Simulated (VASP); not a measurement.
# GeS (Pnma) in VASP: notebook

Runs on GeS. Level: PBE+D3(BJ). Tasks: single point.

Everything below comes from runs of VASP 6.6.1. Logs are shortened: lines on timing, memory, paths and dates and some standing lists are left out, and cuts for length are marked.

## (1) The cell of the first run

The structure is orthorhombic, space group Pnma (No. 62). The conventional cell has a = 10.653 Å, b = 3.681 Å, c = 4.356 Å, α = 90.00°, β = 90.00°, γ = 90.00°. Within 3.3 Å of Ge (site symmetry m) lie 3 S at 2.46 Å. Within 3.3 Å of S (site symmetry m) lie 3 Ge at 2.46 Å.

## (2) Single point, PBE+D3(BJ)

Input file INCAR:

```
  ALGO = Normal
  EDIFF = 1E-6
  ENCUT = 500
  GGA = PE
  GGA_COMPAT = F
  ISIF = 2
  ISMEAR = 0
  IVDW = 12
  LASPH = T
  LCHARG = F
  LREAL = F
  LWAVE = F
  NBANDS = 50
  NELM = 120
  PREC = Accurate
  SIGMA = 0.02
```

Input file KPOINTS:

```
k-points
0
Gamma
  4 8 6
```

Input file POSCAR:

```
GeS
1.0
   10.6534131131      0.0000000000      0.0000000000
    0.0000000000      3.6805801219      0.0000000000
    0.0000000000      0.0000000000      4.3563178661
Ge S
4 4
Direct
    0.8755862335      0.2500000000      0.3644803786
    0.1244137665      0.7500000000      0.6355196214
    0.6244137665      0.7500000000      0.8644803786
    0.3755862335      0.2500000000      0.1355196214
    0.6505612993      0.2500000000      0.4946741900
    0.3494387007      0.7500000000      0.5053258100
    0.8494387007      0.7500000000     -0.0053258100
    0.1505612993      0.2500000000      1.0053258100
```

Potentials or basis: VASP PAW PBE potentials, release 64 (Ge_d, S).

Command:

```
> cat potpaw_PBE.64/Ge_d/POTCAR potpaw_PBE.64/S/POTCAR > POTCAR
> mpirun -np 1 vasp_std > vasp.out
```

OUTCAR:

```text
EDIFF = 1E-6
   ENCUT = 500
   GGA = PE
   ISIF = 2
   ISMEAR = 0
   IVDW = 12
   LASPH = T
   LREAL = F
   NELM = 120
   PREC = Accurate
 IVDW          = 12

 ion  position               nearest neighbor table
   1  0.876  0.250  0.364-   7 2.46   7 2.46   5 2.46
   2  0.124  0.750  0.636-   8 2.46   8 2.46   6 2.46
   3  0.624  0.750  0.864-   5 2.46   5 2.46   7 2.46
   4  0.376  0.250  0.136-   6 2.46   6 2.46   8 2.46
   5  0.651  0.250  0.495-   3 2.46   3 2.46   1 2.46
   6  0.349  0.750  0.505-   4 2.46   4 2.46   2 2.46
   7  0.849  0.750  0.995-   1 2.46   1 2.46   3 2.46
   8  0.151  0.250  0.005-   2 2.46   2 2.46   4 2.46

  LATTYP: Found a simple orthorhombic cell.
 ALAT       =     3.6805801219
 B/A-ratio  =     1.1835954447
 C/A-ratio  =     2.8944929224

  Lattice vectors:

 A1 = (   0.0000000000,   3.6805801219,   0.0000000000)
 A2 = (   0.0000000000,   0.0000000000,   4.3563178661)
 A3 = (  10.6534131131,   0.0000000000,   0.0000000000)

Analysis of symmetry for initial positions (statically):
=====================================================================
 Subroutine PRICEL returns:
 Original cell was already a primitive cell.

 Routine SETGRP: Setting up the symmetry group for a
 simple orthorhombic supercell.

 Subroutine GETGRP returns: Found  8 space group operations
 (whereof  2 operations were pure point group operations)
 out of a pool of  8 trial point group operations.

The static configuration has the point symmetry S_2 .
 The point group associated with its full space group is D_2h.

Analysis of symmetry for dynamics (positions and initial velocities):
=====================================================================
 Subroutine PRICEL returns:
 Original cell was already a primitive cell.

 Routine SETGRP: Setting up the symmetry group for a
 simple orthorhombic supercell.

 Subroutine GETGRP returns: Found  8 space group operations
 (whereof  2 operations were pure point group operations)
 out of a pool of  8 trial point group operations.

The dynamic configuration has the point symmetry S_2 .
 The point group associated with its full space group is D_2h.

 Subroutine INISYM returns: Found  8 space group operations
 (whereof  2 operations are pure point group operations),
 and found     1 'primitive' translations

----------------------------------------------------------------------------------------

                                     Primitive cell

  volume of cell :     170.8144

  direct lattice vectors                    reciprocal lattice vectors
    10.653413113  0.000000000  0.000000000     0.093866631  0.000000000  0.000000000
     0.000000000  3.680580122  0.000000000     0.000000000  0.271696300  0.000000000
     0.000000000  0.000000000  4.356317866     0.000000000  0.000000000  0.229551661

  length of vectors
    10.653413113  3.680580122  4.356317866     0.093866631  0.271696300  0.229551661

  position of ions in fractional coordinates (direct lattice)
     0.875586234  0.250000000  0.364480379
     0.124413766  0.750000000  0.635519621
     0.624413766  0.750000000  0.864480379
     0.375586234  0.250000000  0.135519621
     0.650561299  0.250000000  0.494674190
     0.349438701  0.750000000  0.505325810
     0.849438701  0.750000000  0.994674190
     0.150561299  0.250000000  0.005325810

  ion indices of the primitive-cell ions
   primitive index   ion index
                 1           1
                 2           2
                 3           3
                 4           4
                 5           5
                 6           6
                 7           7
                 8           8

----------------------------------------------------------------------------------------

 KPOINTS: k-points

Automatic generation of k-mesh.
 Grid dimensions read from file:
 generate k-points for:    4    8    6

 Generating k-lattice:

  Cartesian coordinates                     Fractional coordinates (reciprocal lattice)
     0.023466658  0.000000000  0.000000000     0.250000000  0.000000000  0.000000000
     0.000000000  0.033962037  0.000000000     0.000000000  0.125000000  0.000000000
     0.000000000  0.000000000  0.038258610     0.000000000  0.000000000  0.166666667

  Length of vectors
     0.023466658  0.033962037  0.038258610

  Shift w.r.t. Gamma in fractional coordinates (k-lattice)
     0.000000000  0.000000000  0.000000000

 Subroutine IBZKPT returns following result:
 ===========================================

 Found     60 irreducible k-points:

 Following reciprocal coordinates:
            Coordinates               Weight
  0.000000  0.000000  0.000000      1.000000
  0.250000  0.000000  0.000000      2.000000
  0.500000  0.000000  0.000000      1.000000
  0.000000  0.125000  0.000000      2.000000
  0.250000  0.125000  0.000000      4.000000
  0.500000  0.125000  0.000000      2.000000
[... 16 lines left out ...]
  0.250000  0.250000  0.166667      8.000000
  0.500000  0.250000  0.166667      4.000000
 [... further k-points ...]
   k-points           NKPTS =     60   k-points in BZ     NKDIM =     60   number of bands    NBANDS=     50
   number of dos      NEDOS =    301   number of ions     NIONS =      8
   total plane-waves  NPLWV =  71680
   dimension x,y,z NGX =    80 NGY =   28 NGZ =   32
   dimension x,y,z NGXF=   160 NGYF=   56 NGZF=   64
   ions per type =               4   4
   NGX,Y,Z   is equivalent  to a cutoff of  12.48, 12.65, 12.21 a.u.
   NGXF,Y,Z  is equivalent  to a cutoff of  24.97, 25.29, 24.42 a.u.
 SYSTEM =  unknown system
   PREC   = accura    normal or accurate (medium, high low for compatibility)
   ISTART =      0    job   : 0-new  1-cont  2-samecut
   ICHARG =      2    charge: 1-file 2-atom 10-const
   ISPIN  =      1    spin polarized calculation?
   LNONCOLLINEAR =      F non collinear calculations
   LSORBIT =      F    spin-orbit coupling
   LASPH  =      T    aspherical Exc in radial PAW
   ENCUT  =  500.0 eV  36.75 Ry    6.06 a.u.  19.42  6.71  7.94*2*pi/ulx,y,z
   NELM   =    120;   NELMIN=  2; NELMDL= -5     # of ELM steps
   EDIFF  = 0.1E-05   stopping-criterion for ELM
   LREAL  =      F    real-space projection
[... 7 lines left out ...]
   TEBEG  =    0.0;   TEEND  =   0.0 temperature during run
   PSTRESS=    0.0 pullay stress
   NELECT =      80.0000    total number of electrons
   NUPDOWN=      -1.0000    fix difference up-down
   EMIN   =  10.00;   EMAX   =-10.00  energy-range for DOS
   EFERMI =   0.00;   METHOD = LEGACY
   ISMEAR =     0;   SIGMA  =   0.02  broadening in eV -4-tet -1-fermi 0-gaus
   EFERMI_NEDOS =   21; number of points for ismear=-14 and -15
   IALGO  =     38    algorithm
   IMIX   =      4    mixing-type and parameters
     AMIX     =   0.40;   BMIX     =  1.00
     AMIX_MAG =   1.60;   BMIX_MAG =  1.00
  volume/ion in A,a.u.               =      21.35       144.09
  Fermi-wavevector in a.u.,A,eV,Ry     =   1.271345  2.402493 21.991330  1.616317
  Thomas-Fermi vector in A             =   2.404283
   LORBIT       =      0    0 simple, 1 ext, 2 COOP (PROOUT), +10 PAW based schemes
   GGA     = PE    functional components
   LHFCALC =     F    Hartree Fock is set to
   AEXX    =    0.0000 exact exchange contribution
   IVDW    =    12    specifies the selected vdW correction
   LEPSILON=     F    determine dielectric tensor
   LRPA    =     F    only Hartree local field effects (RPA)
 non-spin polarized calculation
 Gauss-broadening in eV      SIGMA  =   0.02
  energy-cutoff  :      500.00
  volume of cell :      170.81
 maximum number of plane-waves:      4372
 NGX is ok and might be reduce to    80
   NGX = 39   NGY = 13   NGZ = 15

 number of electron      80.0000037 magnetization

 Free energy of the ion-electron system (eV)
  ---------------------------------------------------
  ext. energy  EPLUGINS =         0.00000000
  ---------------------------------------------------
  free energy    TOTEN  =       -36.63860075 eV

  energy without entropy =      -36.63860075  energy(sigma->0) =      -36.63860075

 E-fermi :   4.6504     XC(G=0):  -9.9193

 val. band max:        4.5242656666   @ k =   0.0000   0.0000   0.3333
 cond. band min:       5.7551775773   @ k =   0.0000   0.0000   0.0000
 fundamental gap:      1.2309119107
 Fermi energy:         4.6503976752

 k-point     1 :       0.0000    0.0000    0.0000
  band No.  band energies     occupation
      1     -19.8154      2.00000
      2     -19.8131      2.00000
      3     -19.8085      2.00000
      4     -19.8070      2.00000
      5     -19.8063      2.00000
      6     -19.8053      2.00000
[... 42 lines left out ...]
     49      10.0716      0.00000
     50      10.6985      0.00000

 k-point     2 :       0.2500    0.0000    0.0000
  band No.  band energies     occupation
      1     -19.8151      2.00000
      2     -19.8135      2.00000
      3     -19.8082      2.00000
      4     -19.8072      2.00000
      5     -19.8062      2.00000
      6     -19.8056      2.00000
[... 42 lines left out ...]
     49      10.2489      0.00000
     50      10.2662      0.00000

 k-point     3 :       0.5000    0.0000    0.0000
  band No.  band energies     occupation
      1     -19.8143      2.00000
      2     -19.8143      2.00000
      3     -19.8077      2.00000
      4     -19.8077      2.00000
      5     -19.8059      2.00000
      6     -19.8059      2.00000
[... 42 lines left out ...]
     49       9.8973      0.00000
     50       9.8974      0.00000

 k-point     4 :       0.0000    0.1250    0.0000
  band No.  band energies     occupation
      1     -19.8137      2.00000
      2     -19.8119      2.00000
      3     -19.8074      2.00000
      4     -19.8071      2.00000
      5     -19.8061      2.00000
      6     -19.8054      2.00000
[... 999 lines left out ...]
 k-point    23 :       0.2500    0.2500    0.1667
  band No.  band energies     occupation
      1     -19.8114      2.00000
      2     -19.8106      2.00000
      3     -19.8096      2.00000
      4     -19.8091      2.00000
      5     -19.8049      2.00000
      6     -19.8042      2.00000
[... 42 lines left out ...]
     49       9.0073      0.00000
     50       9.7273      0.00000

 k-point    24 :       0.5000    0.2500    0.1667
  band No.  band energies     occupation
      1     -19.8110      2.00000
      2     -19.8110      2.00000
      3     -19.8092      2.00000
      4     -19.8092      2.00000
      5     -19.8047      2.00000
      6     -19.8047      2.00000
[... 42 lines left out ...]
     49       9.3403      0.00000
     50       9.3408      0.00000

 [... further k-points ...]

------------------------ aborting loop because EDIFF is reached ----------------------------------------

 Edisp (eV)   -2.61837

 E8    (eV) :    -1.0686

  FORCE on cell =-STRESS in cart. coord.  units (eV):
  Direction    XX          YY          ZZ          XY          YZ          ZX
  --------------------------------------------------------------------------------------
  -------------------------------------------------------------------------------------
  Total      -0.07813    -0.10277    -0.04765     0.00000    -0.00000     0.00000
  in kB      -0.73279    -0.96396    -0.44695     0.00000    -0.00000     0.00000
  external pressure =       -0.71 kB  Pullay stress =        0.00 kB

 VOLUME and BASIS-vectors are now :
 -----------------------------------------------------------------------------
  energy-cutoff  :      500.00
  volume of cell :      170.81
      direct lattice vectors                 reciprocal lattice vectors
    10.653413113  0.000000000  0.000000000     0.093866631  0.000000000  0.000000000
     0.000000000  3.680580122  0.000000000     0.000000000  0.271696300  0.000000000
     0.000000000  0.000000000  4.356317866     0.000000000  0.000000000  0.229551661

 POSITION                                       TOTAL-FORCE (eV/Angst)
 -----------------------------------------------------------------------------------
      9.32798      0.92015      1.58779        -0.001012      0.000000      0.009735
      1.32543      2.76044      2.76853         0.001012     -0.000000     -0.009735
      6.65214      2.76044      3.76595         0.001012     -0.000000      0.009735
      4.00128      0.92015      0.59037        -0.001012     -0.000000     -0.009735
      6.93070      0.92015      2.15496         0.002554     -0.000000     -0.007001
      3.72271      2.76044      2.20136        -0.002554      0.000000      0.007001
      9.04942      2.76044      4.33312        -0.002554     -0.000000     -0.007001
      1.60399      0.92015      0.02320         0.002554     -0.000000      0.007001
 -----------------------------------------------------------------------------------
    total drift:                                0.000000     -0.000000      0.000000

  FREE ENERGIE OF THE ION-ELECTRON SYSTEM (eV)
  ---------------------------------------------------
  free  energy   TOTEN  =       -39.2569734442 eV

  energy  without entropy=      -39.2569734442  energy(sigma->0) =      -39.25697344
```

Wall time 7.5 min (1 thread of Intel Xeon Platinum 8259CL at 2.50GHz (Skylake/Cascade Lake), shared host); peak memory 0.49 GiB.

What came out:

```
Free energy                : -39.2570 eV
Pressure                   : -0.1 GPa
Largest force              : 0.010 eV/Å
Band gap on the k mesh     : 1.23 eV, indirect (least direct gap 1.27 eV)
Dispersion energy per atom : -0.327 eV
```

Forces in eV/Å, atoms in the order of the input:
```
Ge  -0.001  0.000  0.010
Ge   0.001  0.000 -0.010
Ge   0.001  0.000  0.010
Ge  -0.001  0.000 -0.010
S    0.003  0.000 -0.007
S   -0.003  0.000  0.007
S   -0.003  0.000 -0.007
S    0.003  0.000  0.007
```

A k mesh can miss the band edges.

## (3) Single point, PBE+D3(BJ)

This run uses another cell than the first one, of 21.96 Å³/atom, 1.029 times its volume.

Input file INCAR:

```
SYSTEM = GeS
PREC     = Accurate       ! precision mode
ENCUT    = 500            ! plane-wave cutoff, eV
EDIFF    = 1E-6           ! SCF threshold, eV
ISMEAR   = 0              ! smearing method
SIGMA    = 0.1            ! smearing width, eV
LREAL    = .FALSE.        ! projectors in reciprocal space
LASPH    = .TRUE.         ! aspherical terms in the spheres
NELM     = 120            ! most SCF steps
ALGO     = Normal         ! electronic algorithm
ISIF     = 2              ! what is computed and relaxed
LWAVE    = .FALSE.        ! write WAVECAR
LCHARG   = .FALSE.        ! write CHGCAR
GGA      = PE             ! functional
IVDW     = 12             ! dispersion correction
NBANDS   = 50             ! bands
GGA_COMPAT= .FALSE.
```

Input file KPOINTS:

```
regular mesh
0
G
  2 6 4
  0 0 0
```

Input file POSCAR:

```
GeS
1.0
   10.7807512300      0.0000000000      0.0000000000
    0.0000000000      3.6031403500      0.0000000000
    0.0000000000      0.0000000000      4.5231251700
Ge S
4 4
Direct
    0.8722463300      0.2500000000      0.3668910600
    0.1277536600      0.7500000000      0.6331089700
    0.6277536700      0.7500000000      0.8668910300
    0.3722463500      0.2500000000      0.1331089400
    0.6548306900      0.2500000000      0.5147881500
    0.3451692800      0.7500000000      0.4852118200
    0.8451693100      0.7500000000      0.0147881700
    0.1548307200      0.2500000000      0.9852118500
```

Potentials or basis: VASP PAW PBE potentials, release 64 (Ge_d, S).

Command:

```
> cat potpaw_PBE.64/Ge_d/POTCAR potpaw_PBE.64/S/POTCAR > POTCAR
> mpirun -np 1 vasp_std > vasp.out
```

It took 3 min on 1 thread of Intel Xeon Platinum 8259CL at 2.50GHz (Skylake/Cascade Lake), shared host; peak memory 0.36 GiB.

Results (log left out):

* Free energy: -39.1755 eV
* Pressure: 0.4 GPa
* Largest force: 0.293 eV/Å
* Band gap on the k mesh: 1.16 eV, direct
* Dispersion energy per atom: -0.321 eV

Forces in eV/Å, atoms in the order of the input:
```
Ge   0.218  0.000  0.195
Ge  -0.218  0.000 -0.195
Ge  -0.218  0.000  0.195
Ge   0.218  0.000 -0.195
S   -0.128  0.000 -0.219
S    0.128  0.000  0.219
S    0.128  0.000 -0.219
S   -0.128  0.000  0.219
```

Stress tensor (GPa, compression positive):
```
0.28 0.00 0.00
0.00 0.78 0.00
0.00 0.00 0.06
```

Levels at points of the mesh, in eV from the valence-band top:
| k point | band 36 | band 37 | band 38 | band 39 | band 40 | band 41 | band 42 | band 43 | band 44 | band 45 |
| --- | --- | --- | --- | --- | --- | --- | --- | --- | --- | --- |
| (0.00, 0.00, 0.00) | -2.13 | -1.79 | -0.99 | -0.94 | 0.00 | 1.16 | 2.21 | 2.52 | 2.83 | 2.92 |
| (0.50, 0.00, 0.00) | -2.01 | -1.95 | -1.95 | -0.45 | -0.45 | 2.10 | 2.10 | 2.41 | 2.41 | 3.48 |
| (0.00, 0.50, 0.00) | -2.51 | -1.73 | -1.73 | -1.34 | -1.34 | 1.29 | 1.29 | 1.54 | 1.54 | 2.51 |
| (0.50, 0.50, 0.00) | -2.67 | -1.67 | -1.67 | -1.67 | -1.67 | 1.61 | 1.61 | 1.61 | 1.61 | 2.68 |
| (0.00, 0.00, 0.50) | -1.97 | -1.25 | -1.25 | -0.46 | -0.46 | 1.72 | 1.72 | 2.41 | 2.41 | 2.92 |
| (0.50, 0.00, 0.50) | -2.39 | -1.10 | -1.10 | -0.47 | -0.47 | 1.74 | 1.74 | 2.23 | 2.23 | 3.31 |
| (0.00, 0.50, 0.50) | -3.79 | -1.95 | -1.95 | -1.37 | -1.37 | 2.93 | 2.93 | 2.99 | 2.99 | 4.45 |
| (0.50, 0.50, 0.50) | -4.19 | -1.45 | -1.45 | -1.45 | -1.45 | 2.74 | 2.74 | 2.74 | 2.74 | 4.28 |

A k mesh can miss the band edges.
